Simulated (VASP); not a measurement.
Al6N:

```
Al N
1.0
     2.90000    0.00000    0.00000
    -1.45000    2.51147    0.00000
     0.00000    0.00000   13.65000
Al N
6 1
Direct
  0.33333 0.66667 0.09000
  0.66667 0.33333 0.91000
  0.66667 0.33333 0.42000
  0.33333 0.66667 0.58000
  0.00000 0.00000 0.74200
  0.00000 0.00000 0.25800
  0.00000 0.00000 0.00000
```

| Quantity | Value |
| --- | --- |
| Program | VASP 6.6.1 |
| Task | relaxation of cell and atoms |
| Functional | PBE |
| Potentials or basis | VASP PAW PBE potentials, release 64 (Al, N) |
| Cutoff | 600 eV |
| k mesh | 6 × 6 × 2 |
| Occupations | gaussian, width 0.2 eV |
| Spin | no spin polarisation |

At the start: pressure 0.8 GPa; volume 14.20 Å³/atom.

Problem. Where does the relaxation end?

Solution. Over 6 steps the energy falls by 14.9 meV/atom and the volume is 14.40 Å³/atom (+1.4 %); space group P-3m1 (No. 164, to 0.05 Å).

The path:
```
step  energy change (eV)  largest force (eV/Å)  pressure (GPa)  volume (Å³)
   1              0.0000                0.4686            0.78        99.42
   2             -0.0509                0.4062           -0.12       100.40
   3             -0.0819                0.2989           -1.22       102.01
   4             -0.0966                0.2685            0.82       100.34
   5             -0.0974                0.1976            0.43       100.64
   6             -0.1042                0.0630            0.22       100.78
```

Final structure:
```
Al N
1.0
     2.87297    0.00000    0.00000
    -1.43648    2.48806    0.00000
     0.00000    0.00000   14.09876
Al N
6 1
Direct
  0.33333 0.66667 0.08588
  0.66667 0.33333 0.91412
  0.66667 0.33333 0.41823
  0.33333 0.66667 0.58177
  0.00000 0.00000 0.74969
  0.00000 0.00000 0.25031
  0.00000 0.00000 0.00000
```

Caveat: the k points lie up to 0.42 Å⁻¹ apart in the final cell; the relaxation stopped at a loose force limit of 0.08 eV/Å, so its end isn't a converged minimum.
